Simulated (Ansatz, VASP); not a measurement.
## CsSnI3 in VASP and in Ansatz

```
Cs Sn I
1.0
     5.00437    2.88928    5.08005
    -5.00437    2.88928    5.08005
     0.00000   -5.77855    5.08005
Cs Sn I
1 1 3
Direct
  0.56147 0.56147 0.56147
  0.86172 0.86172 0.86172
  0.61809 0.04553 0.61809
  0.61809 0.61809 0.04553
  0.04553 0.61809 0.61809
```

Alike in both runs: functional PBE; k mesh 3 × 3 × 3; occupations gaussian, width 0.02 eV; no spin polarisation.

Ansatz relaxed the structure, and its values are those at the end. VASP's run is a single point on that final structure, the one shown.

|  | VASP | Ansatz |
| --- | --- | --- |
| version | VASP 6.6.1 | Ansatz 0.2.0 |
| potentials or method | VASP PAW PBE potentials, release 64 (Cs_sv, Sn_d, I), cutoff 520 eV | scalar-relativistic, plane waves, PAW |
| valence electrons in the cell | 44 | 74 |

```csv
,VASP,Ansatz,Ansatz less VASP
gap on the k mesh at the Fermi level (eV),3.33,3.35,+0.021
least direct gap on the mesh (eV),3.38,3.41,+0.022
pressure (GPa),0.0,0.0,-0.01
rms of the force components (eV/Å),0.005,0.000,-0.0041
```

VASP's potentials hold 44 valence electrons a cell and Ansatz's 74, so a difference there can come from the potentials and not from the codes.

Neither program's run includes spin-orbit coupling.
